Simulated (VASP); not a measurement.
A run of VASP 6.6.1 is set up as follows.

File INCAR:

```
PREC     = Accurate       # precision mode
ENCUT    = 520            # plane-wave cutoff, eV
EDIFF    = 1E-6           # SCF threshold, eV
ISMEAR   = 0              # smearing method
SIGMA    = 0.15           # smearing width, eV
LREAL    = False          # projectors in reciprocal space
LASPH    = True           # aspherical terms in the spheres
NELM     = 100            # most SCF steps
ALGO     = Normal         # electronic algorithm
ISIF     = 2              # what is computed and relaxed
LWAVE    = False          # write WAVECAR
LCHARG   = False          # write CHGCAR
GGA      = PE             # functional
NBANDS   = 18             # bands
```

KPOINTS

```
regular mesh
0
Gamma
  12 12 12
```

The input POSCAR:

```
BiTe
1.0
    2.4227077728      1.3987509848      3.3172919545
   -2.4227077728      1.3987509848      3.3172919545
    0.0000000000     -2.7975019696      3.3172919545
Bi Te
1 1
Direct
    0.5461219294      0.5461219294      0.4538780706
    0.0000000000      0.0000000000      0.0000000000
```

Potentials or basis: VASP PAW PBE potentials, release 64 (Bi_d, Te).

Launch:

```sh
$ cat potpaw_PBE.64/Bi_d/POTCAR potpaw_PBE.64/Te/POTCAR > POTCAR
$ mpirun -np 1 vasp_std > vasp.out
```

Task: What does it give for the largest force?

Result: 0.791 eV/Å.

Task: Estimate the pressure.

Result: 1.5 GPa.

Task: What does it give for the band gap on the k mesh?

Result: Zero (an odd number of electrons rules out a gap without spin polarisation).

Stress tensor (GPa, compression positive):
```
0.74 0.00 0.00
0.00 2.74 1.05
0.00 1.05 0.93
```

Caveat: the cell differs from its parent crystal (all Bi atoms moved -0.300 Å, as atom 1 towards its neighbour atom 2 (Te) at 3.252 Å); spin-orbit coupling is left out, which moves the levels of the heavy elements; an odd number of electrons without spin polarisation forces a metal; a magnetic or distorted state may lie lower.
